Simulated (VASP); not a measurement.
A run of VASP 6.6.1 is set up as follows.

File POSCAR:

```
WC
1.0
    0.0000000000      2.1926800000      2.1926800000
    2.1926800000      0.0000000000      2.1926800000
    2.1926800000      2.1926800000      0.0000000000
W C
1 1
Direct
    0.0000000000      0.0000000000      0.0000000000
    0.5000000000      0.5000000000      0.5000000000
```

INCAR.step1

```
ALGO     = Normal         # electronic algorithm
EDIFF    = 1E-4           # SCF threshold, eV
ENCUT    = 520            # plane-wave cutoff, eV
GGA      = PE             # functional
ISMEAR   = 0              # smearing method
LASPH    = True           # aspherical terms in the spheres
LCHARG   = False          # write CHGCAR
LREAL    = False          # projectors in reciprocal space
LWAVE    = True           # write WAVECAR
NBANDS   = 16             # bands
NELM     = 60             # most SCF steps
PREC     = Accurate       # precision mode
SIGMA    = 0.1            # smearing width, eV
```

The input INCAR.step2:

```
ALGO     = Normal         # electronic algorithm
EDIFF    = 1E-6           # SCF threshold, eV
ENCUT    = 520            # plane-wave cutoff, eV
ISIF     = 2              # what is computed and relaxed
ISMEAR   = 0              # smearing method
ISTART   = 1            
LASPH    = True           # aspherical terms in the spheres
LCHARG   = False          # write CHGCAR
LMIXTAU  = True         
LREAL    = False          # projectors in reciprocal space
LWAVE    = False          # write WAVECAR
METAGGA  = R2SCAN         # meta-GGA
NBANDS   = 16             # bands
NELM     = 60             # most SCF steps
PREC     = Accurate       # precision mode
SIGMA    = 0.1            # smearing width, eV
```

Contents of KPOINTS:

```
k-points
0
Gamma
  13 13 13
```

Potentials or basis: VASP PAW PBE potentials, release 64 (W_sv, C).

Launch:

```console
$ cat potpaw_PBE.64/W_sv/POTCAR potpaw_PBE.64/C/POTCAR > POTCAR
$ cp INCAR.step1 INCAR
$ mpirun -np 1 vasp_std > vasp.out
$ cp INCAR.step2 INCAR
$ mpirun -np 1 vasp_std > vasp.out
```

Predict the band gap on the k mesh.

zero (band 9 reaches 13.41 eV, above the bottom of band 10 at 10.20 eV).

Estimate the pressure.

-3.7 GPa.

Caveat: the PAW data sets were made with another functional, which shifts forces and pressure a little; spin-orbit coupling is left out, which moves the levels of the heavy elements.
